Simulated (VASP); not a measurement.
AlAs: single point with PBEsol

The system is AlAs.

```
CELL_PARAMETERS angstrom
0.00000 2.83893 2.83893
2.83893 0.00000 2.83893
2.83893 2.83893 0.00000
ATOMIC_POSITIONS crystal
Al 0.00000 0.00000 0.00000
As 0.25000 0.25000 0.25000
```

| Quantity | Value |
| --- | --- |
| Program | VASP 6.6.1 |
| Task | single point |
| Functional | PBEsol |
| Potentials or basis | VASP PAW PBE potentials, release 64 (Al, As) |
| Cutoff | 500 eV |
| k mesh | 6 × 6 × 6 |
| Occupations | methfessel-paxton, width 0.001 eV |
| Spin | no spin polarisation |

| Quantity | Value |
| --- | --- |
| Pressure | 0.2 GPa |
| Band gap on the k mesh | 1.33 eV (least direct gap 1.91 eV) |

Levels at points of the mesh, in eV from the valence-band top:
| k point | band 1 | band 2 | band 3 | band 4 | band 5 | band 6 | band 7 | band 8 |
| --- | --- | --- | --- | --- | --- | --- | --- | --- |
| (0.00, 0.00, 0.00) | -11.84 | 0.00 | 0.00 | 0.00 | 1.91 | 4.24 | 4.24 | 4.24 |
| (0.50, 0.00, 0.00) | -10.43 | -5.57 | -0.82 | -0.82 | 2.04 | 4.62 | 4.62 | 7.56 |
| (0.50, 0.50, 0.00) | -9.89 | -5.41 | -2.17 | -2.17 | 1.33 | 2.21 | 10.21 | 10.21 |

Run time: 9.3 s on 1 thread of Intel(R) Xeon(R) Platinum 8488C (Sapphire Rapids), on a shared host, peak memory 0.16 GiB.

Caveat: the PAW data sets were made with another functional, which shifts forces and pressure a little. A k mesh can miss the band edges.
